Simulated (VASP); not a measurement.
**CaO: relaxation of cell and atoms with LDA**

The system is CaO.

```
Ca O
1.0
     3.34582    0.00000    0.00000
    -1.67291    2.89756    0.00000
     0.00000    0.00000    5.86732
Ca O
2 2
Direct
  0.00000 0.00000 0.00000
  0.00000 0.00000 0.50000
  0.33333 0.66667 0.25000
  0.66667 0.33333 0.75000
```

| Property | Result |
| --- | --- |
| Program | VASP 6.6.1 |
| Task | relaxation of cell and atoms |
| Functional | LDA |
| Potentials or basis | VASP PAW LDA potentials, release 64 (Ca_sv, O) |
| Cutoff | 600 eV |
| k mesh | 12 × 12 × 4 |
| Occupations | fermi-dirac, width 0.02 eV |
| Spin | no spin polarisation |
| Dipole correction | no |
| Further INCAR settings | ALGO = Normal; EDIFF = 1e-06; IBRION = 2; EDIFFG = -0.005; NSW = 80; ISIF = 3 |

| Quantity | Value |
| --- | --- |
| Relaxed volume | 13.23 Å³/atom |
| Relaxed cell | a = 3.266 Å, b = 3.266 Å, c = 5.725 Å, α = 90.00°, β = 90.00°, γ = 120.00° |
| Space group after relaxing (to 0.1 Å) | P6_3/mmc (No. 194) |
| Energy gained by relaxing | 25.6 meV/atom |
| Ionic steps | 7 |
| Pressure after relaxing | 0.0 GPa |
| Band gap on the k mesh | 3.71 eV |

Step by step:
```csv
step,energy change (eV),largest force (eV/Å),pressure (GPa),volume (Å³)
1,0.0000,0.0000,-7.68,56.88
2,-0.0861,0.0000,3.66,51.45
3,-0.1022,0.0000,-0.02,52.90
4,-0.1021,0.0000,0.16,52.82
5,-0.1023,0.0000,-0.06,52.91
6,-0.1023,0.0000,-0.06,52.91
7,-0.1023,0.0000,-0.03,52.90
```

Final structure:
```yaml
crystal:
  lattice:
    - [3.26649, 0.00000, 0.00000]
    - [-1.63325, 2.82887, 0.00000]
    - [0.00000, 0.00000, 5.72509]
  atoms:
    - { symbol: Ca, position: [0.00000, 0.00000, 0.00000] }
    - { symbol: Ca, position: [0.00000, 0.00000, 0.50000] }
    - { symbol: O, position: [0.33333, 0.66667, 0.25000] }
    - { symbol: O, position: [0.66667, 0.33333, 0.75000] }
```

Levels at points of the mesh, in eV from the valence-band top:
| k point | band 14 | band 15 | band 16 | band 17 | band 18 | band 19 |
| --- | --- | --- | --- | --- | --- | --- |
| (0.00, 0.00, 0.00) | -0.24 | 0.00 | 0.00 | 3.71 | 5.13 | 6.41 |
| (0.50, 0.00, 0.00) | -1.25 | -0.78 | -0.35 | 3.76 | 5.91 | 7.21 |
| (0.00, 0.00, 0.50) | -0.65 | -0.65 | -0.65 | 5.89 | 5.89 | 7.00 |
| (0.50, 0.00, 0.50) | -1.16 | -0.87 | -0.87 | 4.99 | 4.99 | 8.35 |

It took 120 s on 1 thread of AMD EPYC 9R45 (Zen 5), on a shared host, peak memory 0.18 GiB.

A k mesh can miss the band edges.
